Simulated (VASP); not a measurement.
# Ga3As (P-6m2) in VASP: a series of runs

Ga3As is run at these levels: PBE; tasks: single point, relaxation of cell and atoms.

Program: VASP 6.6.1. These are calculated values, not measurements. Logs are shortened: lines on timing, memory, paths and dates and some standing lists are left out, and cuts for length are marked.

**1. The cell of the first run**

It takes space group P-6m2 (No. 187, hexagonal). Conventional cell: a = 3.698 Å, b = 3.698 Å, c = 7.946 Å, α = 90.00°, β = 90.00°, γ = 120.00°. Ga (site symmetry 3m) has 1 Ga at 1.95 Å within 2.6 Å. Within 2.8 Å of Ga (site symmetry -6m2) lie 3 As at 2.14 Å. Within 2.8 Å of As (site symmetry -6m2) lie 3 Ga at 2.14 Å.

The cell was generated, and may not be a known phase.

**2. Single point, PBE**

Input file INCAR:

```
PREC = Accurate
ENCUT = 520
EDIFF = 1E-6
ISMEAR = 0
SIGMA = 0.1
LREAL = False
LASPH = True
NELM = 100
ALGO = Fast
ISIF = 2
LWAVE = False
LCHARG = False
GGA = PE
NBANDS = 30
```

Input file KPOINTS:

```
regular mesh
0
Gamma
  6 6 2
```

Input file POSCAR:

```
Ga3As
1.0
    3.6983932900      0.0000000000      0.0000000000
   -1.8491966500      3.2029025500      0.0000000000
    0.0000000000      0.0000000000      7.9456962500
Ga As
3 1
Direct
    0.6666666700      0.3333333300      0.1228424800
    0.6666666700      0.3333333300      0.8771575200
    0.6666666700      0.3333333300      0.5000000000
    0.3333333300      0.6666666700      0.5000000000
```

Potentials or basis: VASP PAW PBE potentials, release 64 (Ga_d, As).

Launch:

```bash
> cat potpaw_PBE.64/Ga_d/POTCAR potpaw_PBE.64/As/POTCAR > POTCAR
> mpirun -np 1 vasp_std > vasp.out
```

OUTCAR:

```text
PREC = Accurate
   ENCUT = 520
   EDIFF = 1E-6
   ISMEAR = 0
   LREAL = False
   LASPH = True
   NELM = 100
   ISIF = 2
   GGA = PE

 ion  position               nearest neighbor table
   1  0.667  0.333  0.123-   2 1.95
   2  0.667  0.333  0.877-   1 1.95
   3  0.667  0.333  0.500-   4 2.14   4 2.14   4 2.14
   4  0.333  0.667  0.500-   3 2.14   3 2.14   3 2.14

  LATTYP: Found a hexagonal cell.
 ALAT       =     3.6983932900
 C/A-ratio  =     2.1484184150

  Lattice vectors:

 A1 = (   3.6983932900,   0.0000000000,   0.0000000000)
 A2 = (  -1.8491966500,   3.2029025500,   0.0000000000)
 A3 = (   0.0000000000,   0.0000000000,   7.9456962500)

Analysis of symmetry for initial positions (statically):
=====================================================================
 Subroutine PRICEL returns:
 Original cell was already a primitive cell.

 Routine SETGRP: Setting up the symmetry group for a
 hexagonal supercell.

 Subroutine GETGRP returns: Found 12 space group operations
 (whereof 12 operations were pure point group operations)
 out of a pool of 24 trial point group operations.

The static configuration has the point symmetry D_3h.

Analysis of symmetry for dynamics (positions and initial velocities):
=====================================================================
 Subroutine PRICEL returns:
 Original cell was already a primitive cell.

 Routine SETGRP: Setting up the symmetry group for a
 hexagonal supercell.

 Subroutine GETGRP returns: Found 12 space group operations
 (whereof 12 operations were pure point group operations)
 out of a pool of 24 trial point group operations.

The dynamic configuration has the point symmetry D_3h.

 Subroutine INISYM returns: Found 12 space group operations
 (whereof 12 operations are pure point group operations),
 and found     1 'primitive' translations

----------------------------------------------------------------------------------------

                                     Primitive cell

  volume of cell :      94.1215

  direct lattice vectors                    reciprocal lattice vectors
     3.698393290  0.000000000  0.000000000     0.270387685  0.156108403  0.000000000
    -1.849196650  3.202902550  0.000000000     0.000000000  0.312216805  0.000000000
     0.000000000  0.000000000  7.945696250     0.000000000  0.000000000  0.125854295

  length of vectors
     3.698393290  3.698393299  7.945696250     0.312216805  0.312216805  0.125854295

  position of ions in fractional coordinates (direct lattice)
     0.666666670  0.333333330  0.122842480
     0.666666670  0.333333330  0.877157520
     0.666666670  0.333333330  0.500000000
     0.333333330  0.666666670  0.500000000

  ion indices of the primitive-cell ions
   primitive index   ion index
                 1           1
                 2           2
                 3           3
                 4           4

----------------------------------------------------------------------------------------

 KPOINTS: regular mesh

Automatic generation of k-mesh.
 Grid dimensions read from file:
 generate k-points for:    6    6    2

 Generating k-lattice:

  Cartesian coordinates                     Fractional coordinates (reciprocal lattice)
     0.045064614  0.026018067  0.000000000     0.166666667  0.000000000  0.000000000
     0.000000000  0.052036134  0.000000000     0.000000000  0.166666667  0.000000000
     0.000000000  0.000000000  0.062927148     0.000000000  0.000000000  0.500000000

  Length of vectors
     0.052036134  0.052036134  0.062927148

  Shift w.r.t. Gamma in fractional coordinates (k-lattice)
     0.000000000  0.000000000  0.000000000

 Subroutine IBZKPT returns following result:
 ===========================================

 Found     14 irreducible k-points:

 Following reciprocal coordinates:
            Coordinates               Weight
  0.000000  0.000000  0.000000      1.000000
  0.166667 -0.000000  0.000000      6.000000
  0.333333 -0.000000  0.000000      6.000000
  0.500000 -0.000000  0.000000      3.000000
[... 42 lines left out ...]
  ext. energy  EPLUGINS =         0.00000000
  ---------------------------------------------------
  free energy    TOTEN  =        -9.11208275 eV

  energy without entropy =       -9.09778593  energy(sigma->0) =       -9.10493434

 E-fermi :   3.8692     XC(G=0):  -9.5261

 val. band max:        3.8580463501   @ k =   0.1667  -0.0000   0.0000
 cond. band min:       3.9093774521   @ k =   0.5000  -0.0000   0.5000
 fundamental gap:      0.0513311020
 Fermi energy:         3.8692010249

 k-point     1 :       0.0000    0.0000    0.0000
  band No.  band energies     occupation
      1     -12.5037      2.00000
      2     -12.4380      2.00000
      3     -12.2716      2.00000
      4     -12.2716      2.00000
      5     -11.9870      2.00000
      6     -11.9870      2.00000
[... 22 lines left out ...]
     29      11.3333      0.00000
     30      11.4121      0.00000

 k-point     2 :       0.1667   -0.0000    0.0000
  band No.  band energies     occupation
      1     -12.5010      2.00000
      2     -12.4350      2.00000
      3     -12.2422      2.00000
      4     -12.2199      2.00000
      5     -11.9981      2.00000
      6     -11.9884      2.00000
[... 22 lines left out ...]
     29      10.5610      0.00000
     30      10.6976      0.00000

 k-point     3 :       0.3333   -0.0000    0.0000
  band No.  band energies     occupation
      1     -12.4979      2.00000
      2     -12.4516      2.00000
      3     -12.1817      2.00000
      4     -12.1125      2.00000
      5     -12.0197      2.00000
      6     -11.9913      2.00000
[... 22 lines left out ...]
     29      10.4683      0.00000
     30      11.4582      0.00000

 k-point     4 :       0.5000   -0.0000    0.0000
  band No.  band energies     occupation
      1     -12.4967      2.00000
      2     -12.4636      2.00000
      3     -12.1508      2.00000
      4     -12.0644      2.00000
      5     -12.0303      2.00000
      6     -11.9927      2.00000
[... 286 lines left out ...]
     29       9.6451      0.00000
     30      10.8007      0.00000

 k-point    13 :       0.3333    0.1667    0.5000
  band No.  band energies     occupation
      1     -12.4852      2.00000
      2     -12.4472      2.00000
      3     -12.1616      2.00000
      4     -12.0861      2.00000
      5     -12.0317      2.00000
      6     -12.0023      2.00000
[... 22 lines left out ...]
     29      10.0355      0.00000
     30      11.5859      0.00000

 k-point    14 :       0.3333    0.3333    0.5000
  band No.  band energies     occupation
      1     -12.4847      2.00000
      2     -12.4354      2.00000
      3     -12.1452      2.00000
      4     -12.0865      2.00000
      5     -12.0308      2.00000
      6     -12.0094      2.00000
[... 22 lines left out ...]
     29      10.3993      0.00000
     30      11.7916      0.00000

------------------------ aborting loop because EDIFF is reached ----------------------------------------

  FORCE on cell =-STRESS in cart. coord.  units (eV):
  Direction    XX          YY          ZZ          XY          YZ          ZX
  --------------------------------------------------------------------------------------
  -------------------------------------------------------------------------------------
  Total       10.2414573     10.2414573     17.2535317     -0.0000000      0.0000000      0.0000000
  in kB      174.3345897    174.3345906    293.6972038     -0.0000003      0.0000000      0.0000000
  external PRESSURE =     214.1221280 kB  Pullay stress =       0.0000000 kB

 VOLUME and BASIS-vectors are now :
 -----------------------------------------------------------------------------
  energy-cutoff  :      520.00
  volume of cell :       94.12
      direct lattice vectors                 reciprocal lattice vectors
     3.698393290  0.000000000  0.000000000     0.270387685  0.156108403  0.000000000
    -1.849196650  3.202902550  0.000000000     0.000000000  0.312216805  0.000000000
     0.000000000  0.000000000  7.945696250     0.000000000  0.000000000  0.125854295

 POSITION                                       TOTAL-FORCE (eV/Angst)
 -----------------------------------------------------------------------------------
      1.84920      1.06763      0.97607         0.000000      0.000000      8.946847
      1.84920      1.06763      6.96963         0.000000      0.000000     -8.946847
      1.84920      1.06763      3.97285        -0.000000      0.000000      0.000000
     -0.00000      2.13527      3.97285        -0.000000      0.000000      0.000000
 -----------------------------------------------------------------------------------
    total drift:                               -0.000020      0.000011      0.000000

  FREE ENERGIE OF THE ION-ELECTRON SYSTEM (eV)
  ---------------------------------------------------
  free  energy   TOTEN  =        -9.1120827486 eV

  energy  without entropy=       -9.0977859342  energy(sigma->0) =       -9.10493434
```

Run time: 44 s. Hardware: 1 thread of Intel Xeon Platinum 8488C (Sapphire Rapids), shared host; peak memory 0.21 GiB.

What came out:

| Property | Result |
| --- | --- |
| Free energy | -9.1121 eV |
| Pressure | 21.4 GPa |
| Largest force | 8.947 eV/Å |
| Band gap on the k mesh | zero (bands 22 and 23 overlap by 2.76 eV) |

Forces in eV/Å, atoms in the order of the input:
```
Ga   0.000  0.000  8.947
Ga   0.000  0.000 -8.947
Ga   0.000  0.000  0.000
As   0.000  0.000  0.000
```

Levels at points of the mesh, in eV from the Fermi level:
```tsv
k point	band 19	band 20	band 21	band 22	band 23	band 24	band 25	band 26
(0.00, 0.00, 0.00)	-1.57	-1.57	-1.47	-0.56	2.08	3.56	3.56	4.39
(0.50, 0.00, 0.00)	-3.71	-3.67	-2.41	-1.67	0.84	1.84	2.18	2.19
(0.00, 0.00, 0.50)	-4.35	-1.57	-1.57	1.57	2.31	3.72	3.72	4.05
(0.50, 0.00, 0.50)	-3.67	-3.05	-2.12	-1.89	0.04	0.87	1.68	2.04
```

Caveat: the k points lie up to 0.40 Å⁻¹ apart, too coarse for converged energies and pressures of a metal; forces of over 1 eV/Å act on the atoms, so gaps and moduli don't describe the material at rest.

**3. Single point, PBE**

This run uses another cell than the first one, of 29.70 Å³/atom.

Input file INCAR:

```
PREC     = Accurate       # precision mode
ENCUT    = 520            # plane-wave cutoff, eV
EDIFF    = 1E-7           # SCF threshold, eV
ISMEAR   = 0              # smearing method
SIGMA    = 0.1            # smearing width, eV
LREAL    = F              # projectors in reciprocal space
LASPH    = T              # aspherical terms in the spheres
NELM     = 60             # most SCF steps
ALGO     = Fast           # electronic algorithm
ISIF     = 2              # what is computed and relaxed
LWAVE    = F              # write WAVECAR
LCHARG   = F              # write CHGCAR
GGA      = PE             # functional
NBANDS   = 30             # bands
```

KPOINTS is that of step 2.

Input file POSCAR:

```
Ga3As
1.0
    4.1747549086      0.0000000033      0.0000000000
   -2.0873774571      3.6154438038      0.0000000000
    0.0000000000      0.0000000000      7.8714107513
Ga As
3 1
Direct
    0.6666666667      0.3333333333      0.1654481380
    0.6666666667      0.3333333333      0.8345518620
    0.6666666667      0.3333333333      0.5000000000
    0.3333333333      0.6666666667      0.5000000000
```

Potentials or basis: VASP PAW PBE potentials, release 64 (Ga_d, As).

Launch:

```bash
> cat potpaw_PBE.64/Ga_d/POTCAR potpaw_PBE.64/As/POTCAR > POTCAR
> mpirun -np 1 vasp_std > vasp.out
```

Run time: 58 s. Hardware: 1 thread of Intel Xeon Platinum 8488C (Sapphire Rapids), shared host; peak memory 0.24 GiB.

It converged, with:

| Quantity | Value |
| --- | --- |
| Free energy | -12.0037 eV |
| Pressure | 0.1 GPa |
| Largest force | 0.015 eV/Å |
| Band gap on the k mesh | zero (bands 22 and 23 overlap by 0.98 eV) |

Forces in eV/Å, atoms in the order of the input:
```
Ga   0.000  0.000  0.015
Ga   0.000  0.000 -0.015
Ga   0.000  0.000  0.000
As   0.000  0.000  0.000
```

Levels at points of the mesh, in eV from the Fermi level:
| k point | band 18 | band 19 | band 20 | band 21 | band 22 | band 23 | band 24 | band 25 | band 26 | band 27 |
| --- | --- | --- | --- | --- | --- | --- | --- | --- | --- | --- |
| (0.00, 0.00, 0.00) | -6.27 | -2.43 | -2.05 | -2.05 | -0.67 | 1.70 | 2.42 | 2.42 | 3.53 | 3.96 |
| (0.50, 0.00, 0.00) | -5.66 | -4.89 | -3.36 | -1.94 | -1.38 | -0.01 | 1.82 | 2.10 | 2.36 | 2.86 |
| (0.00, 0.00, 0.50) | -4.81 | -3.59 | -2.04 | -2.04 | -1.22 | 1.90 | 2.82 | 2.82 | 2.83 | 2.83 |
| (0.50, 0.00, 0.50) | -6.51 | -3.35 | -2.85 | -2.63 | -1.65 | -0.07 | 0.37 | 1.44 | 1.67 | 4.14 |

Caveat: the k points lie up to 0.40 Å⁻¹ apart, too coarse for converged energies and pressures of a metal.

**4. Relaxation of cell and atoms, PBE**

Input file INCAR:

```
PREC = Accurate
ENCUT = 600
EDIFF = 1E-7
ISMEAR = 0
SIGMA = 0.1
LREAL = F
LASPH = T
NELM = 60
ALGO = Normal
ISIF = 3
LWAVE = F
LCHARG = F
GGA = PE
IBRION = 2
NSW = 90
EDIFFG = -0.04
```

KPOINTS is that of step 3.

Input file POSCAR:

```
Ga3As
1.0
    3.6983932900      0.0000000000      0.0000000000
   -1.8491966500      3.2029025500      0.0000000000
    0.0000000000      0.0000000000      7.9456962500
Ga As
3 1
Direct
    0.6666666700      0.3333333300      0.1228424800
    0.6666666700      0.3333333300      0.8771575200
    0.6666666700      0.3333333300      0.5000000000
    0.3333333300      0.6666666700      0.5000000000
```

Launch:

```bash
> cat potpaw_PBE.64/Ga_d/POTCAR potpaw_PBE.64/As/POTCAR > POTCAR
> mpirun -np 1 vasp_std > vasp.out
```

Run time: 7.2 min. Hardware: 1 thread of Intel Xeon Platinum 8488C (Sapphire Rapids), shared host; peak memory 0.25 GiB.

Results (log left out):

```
Free energy                           : -12.0011 eV
Relaxed volume                        : 29.75 Å³/atom
Relaxed cell                          : a = 4.177 Å, b = 4.177 Å, c = 7.877 Å, α = 90.00°, β = 90.00°, γ = 120.00°
Space group after relaxing (to 0.1 Å) : P-6m2 (No. 187)
Energy gained by relaxing             : 722.3 meV/atom
Ionic steps                           : 12
Pressure after relaxing               : 0.1 GPa
Largest force after relaxing          : 0.019 eV/Å
Band gap on the k mesh                : zero (bands 22 and 23 overlap by 0.98 eV)
```

Forces in eV/Å, atoms in the order of the input:
```
Ga   0.000  0.000  0.019
Ga   0.000  0.000 -0.019
Ga   0.000  0.000  0.000
As   0.000  0.000  0.000
```

Step by step:
| step | energy change (eV) | largest force (eV/Å) | pressure (GPa) | volume (Å³) |
| --- | --- | --- | --- | --- |
| 1 | 0.0000 | 8.9444 | 21.40 | 94.12 |
| 2 | -2.1678 | 0.1074 | -2.37 | 143.50 |
| 3 | -2.4890 | 0.0977 | 1.81 | 117.53 |
| 4 | -2.4905 | 0.1827 | 0.98 | 120.56 |
| 5 | -2.4922 | 0.1492 | 1.35 | 119.18 |
| 6 | -2.6987 | 0.1230 | -0.79 | 124.18 |
| 7 | -2.7581 | 0.3664 | -2.02 | 128.56 |
| 8 | -2.8553 | 0.4462 | -1.00 | 122.86 |
| 9 | -2.8654 | 0.4469 | -0.45 | 120.68 |
| 10 | -2.8871 | 0.1321 | 0.10 | 118.62 |
| 11 | -2.8881 | 0.0533 | 0.27 | 118.08 |
| 12 | -2.8892 | 0.0193 | 0.06 | 119.01 |

Final structure:
```xyz
4
Lattice="4.1767 0.0000 0.0000 -2.0884 3.6172 0.0000 0.0000 0.0000 7.8775" Properties=species:S:1:pos:R:3 pbc="T T T"
Ga    2.0884    1.2057    1.3032
Ga    2.0884    1.2057    6.5743
Ga    2.0884    1.2057    3.9387
As    0.0000    2.4114    3.9387
```

Levels at points of the mesh, in eV from the Fermi level:
```
           k point  band 18  band 19  band 20  band 21  band 22  band 23  band 24  band 25  band 26
(0.00, 0.00, 0.00)    -6.26    -2.44    -2.05    -2.05    -0.68     1.69     2.42     2.42     3.52
(0.50, 0.00, 0.00)    -5.66    -4.89    -3.36    -1.93    -1.38    -0.01     1.81     2.10     2.36
(0.00, 0.00, 0.50)    -4.82    -3.58    -2.04    -2.04    -1.22     1.90     2.81     2.83     2.83
(0.50, 0.00, 0.50)    -6.51    -3.35    -2.86    -2.63    -1.64    -0.07     0.37     1.43     1.67
```

Caveat: the k points lie up to 0.40 Å⁻¹ apart in the final cell, too coarse for converged energies and pressures of a metal; the volume moved by over 15 % at a fixed basis, so the end points are rough.

**5. Single point, PBE**

This run uses another cell than the first one, of 29.85 Å³/atom.

Input file INCAR:

```
ALGO = Fast ; EDIFF = 1E-7
ENCUT = 520 ; GGA = PE
ISIF = 2 ; ISMEAR = 0
LASPH = True ; LCHARG = True
LELF = True ; LREAL = False
LVHAR = True ; LWAVE = False
NBANDS = 30 ; NELM = 80
PREC = Accurate ; SIGMA = 0.1
```

Input file KPOINTS:

```
k-points
0
Gamma
  12 12 6
```

Input file POSCAR:

```
Ga3As
1.0
    4.1378696781      0.0000000000      0.0000000000
   -2.0689348390      3.5835002588      0.0000000000
    0.0000000000      0.0000000000      8.0516049200
Ga As
3 1
Direct
    0.6666666667      0.3333333333      0.1627928908
    0.6666666667      0.3333333333      0.8372071092
    0.6666666667      0.3333333333      0.5000000000
    0.3333333333      0.6666666667      0.5000000000
```

Launch:

```bash
> cat potpaw_PBE.64/Ga_d/POTCAR potpaw_PBE.64/As/POTCAR > POTCAR
> mpirun -np 1 vasp_std > vasp.out
```

It took 4.3 min on 1 thread of Intel Xeon Platinum 8488C (Sapphire Rapids), shared host; peak memory 0.39 GiB.

The run converged. Its results:

```
Free energy            : -11.8088 eV
Pressure               : 0.1 GPa
Largest force          : 0.003 eV/Å
Band gap on the k mesh : zero (bands 22 and 23 overlap by 1.04 eV)
```

Forces on the atoms (eV/Å):
```
Ga   0.000  0.000  0.003
Ga   0.000  0.000 -0.003
Ga   0.000  0.000  0.000
As   0.000  0.000  0.000
```

Levels at points of the mesh, in eV from the Fermi level:
| k point | band 18 | band 19 | band 20 | band 21 | band 22 | band 23 | band 24 | band 25 | band 26 | band 27 |
| --- | --- | --- | --- | --- | --- | --- | --- | --- | --- | --- |
| (0.00, 0.00, 0.00) | -6.12 | -2.14 | -1.96 | -1.96 | -0.88 | 1.51 | 2.67 | 2.67 | 3.76 | 4.05 |
| (0.50, 0.00, 0.00) | -5.59 | -4.67 | -3.31 | -1.84 | -1.27 | 0.10 | 1.69 | 2.23 | 2.27 | 2.79 |
| (0.00, 0.00, 0.50) | -4.73 | -3.57 | -1.95 | -1.95 | -1.08 | 2.01 | 3.02 | 3.02 | 3.09 | 3.09 |
| (0.50, 0.00, 0.50) | -6.30 | -3.30 | -2.90 | -2.51 | -1.49 | 0.05 | 0.38 | 1.41 | 1.90 | 4.24 |

**6. Summary**

| task | cell | k mesh | cutoff (eV) | gap on the mesh (eV) | pressure (GPa) | largest force (eV/Å) |
| --- | --- | --- | --- | --- | --- | --- |
| single point | a = 3.698, b = 3.698, c = 7.946 Å, angles 90.0, 90.0, 120.0°, 4 atoms, atomic positions A | 6 × 6 × 2 | 520 | none | 21.4 | 8.95 |
| single point | a = 4.175, b = 4.175, c = 7.871 Å, angles 90.0, 90.0, 120.0°, 4 atoms, atomic positions B | 6 × 6 × 2 | 520 | none | 0.1 | 0.01 |
| relaxation of cell and atoms | relaxed from a = 3.698, b = 3.698, c = 7.946 Å, angles 90.0, 90.0, 120.0°, 4 atoms, atomic positions A | 6 × 6 × 2 | 600 | none | 0.1 | 0.02 |
| single point | a = 4.138, b = 4.138, c = 8.052 Å, angles 90.0, 90.0, 120.0°, 4 atoms, atomic positions C | 12 × 12 × 6 | 520 | none | 0.1 | - |

Alike in all rows: level PBE; potentials or basis VASP PAW PBE potentials, release 64 (Ga_d, As); no spin polarisation; smearing gaussian 0.1 eV.

Caveats: some runs use coarse meshes; forces of over 1 eV/Å act on the atoms, so gaps and moduli don't describe the material at rest (at least some runs); the volume moved by over 15 % at a fixed basis, so the end points are rough (at least some runs).

Absolute energies hang on the potentials; compare differences alone.

The gap in the log of VASP goes by the Fermi energy; the results here count the filled bands.